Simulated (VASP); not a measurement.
A run of VASP 6.6.1 is set up as follows.

File INCAR:

```
SYSTEM = P
PREC = Accurate
ENCUT = 520
EDIFF = 1E-6
ISMEAR = 0
SIGMA = 0.2
LREAL = .False.
LASPH = .True.
NELM = 60
ALGO = Normal
ISIF = 2
LWAVE = .False.
LCHARG = .True.
GGA = PE
LELF = .True.
LVHAR = .True.
NBANDS = 18
```

Contents of KPOINTS:

```
Automatic mesh
0
Gamma
  8 6 4
  0 0 0
```

File POSCAR:

```
P
1.0
    1.2320534474     -2.1285626638      0.0003578192
   -4.1896173746     -2.4246475455     -0.0001061451
    0.0014510899      0.0006421914     -4.9184461997
P
4
Direct
    0.2500235087      0.0000821766      0.7499587453
    0.2500367544      0.0001034981      0.2500323347
    0.2499713212      0.4999279391      0.7498461236
    0.2499684157      0.4998863862      0.2501627964
```

Potentials or basis: VASP PAW PBE potentials, release 64 (P).

Launch:

```sh
$ cat potpaw_PBE.64/P/POTCAR > POTCAR
$ mpirun -np 1 vasp_std > vasp.out
```

(1) Estimate the pressure.

(2) What does it give for the band gap on the k mesh?

## Answers

(1) -0.2 GPa.

(2) zero (bands 10 and 11 overlap by 7.53 eV).
